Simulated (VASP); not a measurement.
Wanted: the native input for a VASP 6.6.1 run.

| Property | Result |
| --- | --- |
| Task | relaxation of cell and atoms |
| Functional | PBE |
| Potentials or basis | VASP PAW PBE potentials, release 64 (Sn_d, Ge_d) |
| Cutoff | 600 eV |
| k mesh | 6 × 6 × 14 |
| Occupations | gaussian, width 0.1 eV |
| Spin | no spin polarisation |
| Dipole correction | no |
| Further INCAR settings | ALGO = Fast; EDIFF = 1e-06; IBRION = 2; EDIFFG = -0.01; NSW = 100; ISIF = 3 |

The structure of SnGe5 lies in POSCAR:

```
SnGe5
1.0
    7.8828852187      0.0000000000      0.0000000000
   -3.9414426093      6.8267788545      0.0000000000
    0.0000000000      0.0000000000      2.8547099063
Sn Ge
1 5
Direct
    0.0000000000      0.0000000000      0.0000000000
    0.6485168754      0.0000000000      0.0000000000
    0.0000000000      0.6485168754      0.0000000000
    0.3514831246      0.3514831246      0.0000000000
    0.3333333333      0.6666666667      0.0000000000
    0.6666666667      0.3333333333      0.0000000000
```

The cell was generated, and may not be a known phase.

One way to write it, as run:

INCAR

```
PREC     = Accurate       # precision mode
ENCUT    = 600            # plane-wave cutoff, eV
EDIFF    = 1E-6           # SCF threshold, eV
ISMEAR   = 0              # smearing method
SIGMA    = 0.1            # smearing width, eV
LREAL    = F              # projectors in reciprocal space
LASPH    = T              # aspherical terms in the spheres
NELM     = 100            # most SCF steps
ALGO     = Fast           # electronic algorithm
ISIF     = 3              # what is computed and relaxed
LWAVE    = F              # write WAVECAR
LCHARG   = F              # write CHGCAR
GGA      = PE             # functional
IBRION   = 2              # ionic algorithm
NSW      = 100            # ionic steps
EDIFFG   = -0.01          # ionic threshold
```

KPOINTS

```
Automatic mesh
0
Gamma
  6 6 14
```

Potentials or basis: VASP PAW PBE potentials, release 64 (Sn_d, Ge_d).

Run with:

```console
$ cat potpaw_PBE.64/Sn_d/POTCAR potpaw_PBE.64/Ge_d/POTCAR > POTCAR
$ mpirun -np 1 vasp_std > vasp.out
```

Results of the run:

- Relaxed volume: 25.64 Å³/atom
- Relaxed cell: a = 7.899 Å, b = 7.899 Å, c = 2.847 Å, α = 90.00°, β = 90.00°, γ = 120.00°
- Space group after relaxing (to 0.1 Å): P-62m (No. 189)
- Energy gained by relaxing: 0.3 meV/atom
- Ionic steps: 11
- Pressure after relaxing: 0.0 GPa
- Band gap on the k mesh: zero (bands 42 and 43 overlap by 3.77 eV)

Caveat: spin-orbit coupling is left out, which moves the levels of the heavy elements.

Wall time 71 min on 1 thread of Oxide Virtual Turin-like Processor, on a shared host, peak memory 0.57 GiB.
